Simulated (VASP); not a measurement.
Wanted: the native input for a VASP 6.6.1 run.

```
Task                   : single point
Functional             : PBE
Potentials or basis    : VASP PAW PBE potentials, release 64 (Eu, O)
Cutoff                 : 600 eV
k mesh                 : 22 × 22 × 22
Occupations            : gaussian, width 0.1 eV
Spin                   : collinear spin, ferromagnetic start
Starting moments       : [6.93, 0.0] μB
Dipole correction      : no
Further INCAR settings : ALGO = Normal; EDIFF = 1e-06; NBANDS = 22
```

The structure of EuO lies in POSCAR:

```
EuO
1.0
    0.0000000000      2.3696277656      2.3696277656
    2.3696277656      0.0000000000      2.3696277656
    2.3696277656      2.3696277656      0.0000000000
Eu O
1 1
Direct
    0.0000000000      0.0000000000      0.0000000000
    0.5000000000      0.5000000000      0.5000000000
```

These files were run (other wordings do the same):

INCAR

```
SYSTEM = EuO
PREC     = Accurate       ! precision mode
ENCUT    = 600            ! plane-wave cutoff, eV
EDIFF    = 1E-6           ! SCF threshold, eV
ISMEAR   = 0              ! smearing method
SIGMA    = 0.1            ! smearing width, eV
LREAL    = .False.        ! projectors in reciprocal space
LASPH    = .True.         ! aspherical terms in the spheres
NELM     = 200            ! most SCF steps
ALGO     = Normal         ! electronic algorithm
ISIF     = 2              ! what is computed and relaxed
LWAVE    = .False.        ! write WAVECAR
LCHARG   = .True.         ! write CHGCAR
ISPIN    = 2              ! spin polarisation
MAGMOM   = 6.93 0         ! initial moments
LORBIT   = 11             ! projections on sites
LMAXMIX  = 6              ! l up to which the mixer works
GGA      = PE             ! functional
LELF     = .True.         ! ELF
LVHAR    = .True.       
NBANDS   = 22             ! bands
GGA_COMPAT= .False.
```

KPOINTS

```
Automatic mesh
0
Gamma
  22 22 22
  0 0 0
```

Potentials or basis: VASP PAW PBE potentials, release 64 (Eu, O).

Run with:

```bash
$ cat potpaw_PBE.64/Eu/POTCAR potpaw_PBE.64/O/POTCAR > POTCAR
$ mpirun -np 1 vasp_std > vasp.out
```

Results of the run:

```yaml
Pressure: 30.1 GPa
Net_moment: 6.81 μB per cell
Site_moments: Eu +6.49; O -0.10 μB
Valence_electrons_inside_the_program's_atomic_spheres: Eu 15.00; O 5.05
```

Caveat: the cell stands under pressure; a cell with one magnetic atom can't hold antiferromagnetic order, which such compounds often take.

Run time: 19 min on 1 thread of Intel Xeon 8259CL, with other jobs on the host, peak memory 0.51 GiB.
